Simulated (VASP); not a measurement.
Here is a VASP 6.6.1 calculation.

POSCAR

```
MgO
1.0
    0.0000000000      2.0807989380      2.0807989380
    2.0807989380      0.0000000000      2.0807989380
    2.0807989380      2.0807989380      0.0000000000
Mg O
1 1
Direct
    0.0000000000      0.0000000000      0.0000000000
    0.5000000000      0.5000000000      0.5000000000
```

Contents of INCAR.step1:

```
ALGO = Normal ; EDIFF = 1E-5
ENCUT = 660 ; GGA = PE
GGA_COMPAT = F ; ISMEAR = 0
LASPH = T ; LCHARG = F
LREAL = F ; LWAVE = T
NBANDS = 11 ; NELM = 120
PREC = Accurate ; SIGMA = 0.02
```

Contents of INCAR.step2:

```
ALGO = Normal ; BPARAM = 11.95
CPARAM = 0.0093 ; EDIFF = 1E-6
ENCUT = 660 ; GGA_COMPAT = F
ISIF = 2 ; ISMEAR = 0
ISTART = 1 ; IVDW_NL = 2
LASPH = T ; LCHARG = F
LMIXTAU = T ; LREAL = F
LUSE_VDW = T ; LWAVE = F
METAGGA = R2SCAN ; NBANDS = 11
NELM = 120 ; PREC = Accurate
SIGMA = 0.02
```

Contents of KPOINTS:

```
k-points
0
Gamma
  10 10 10
```

Potentials or basis: VASP PAW PBE potentials, release 64 (Mg, O).

Run with:

```sh
$ cat potpaw_PBE.64/Mg/POTCAR potpaw_PBE.64/O/POTCAR > POTCAR
$ cp INCAR.step1 INCAR
$ mpirun -np 1 vasp_std > vasp.out
$ cp INCAR.step2 INCAR
$ mpirun -np 1 vasp_std > vasp.out
```

Question: Estimate the pressure.

Answer: 2.9 GPa.

Question: What does it give for the band gap on the k mesh?

Answer: 5.94 eV.

Caveat: the PAW data sets were made with another functional, which shifts forces and pressure a little. r2SCAN opens gaps a little over a GGA but as a rule still falls short of measured ones.
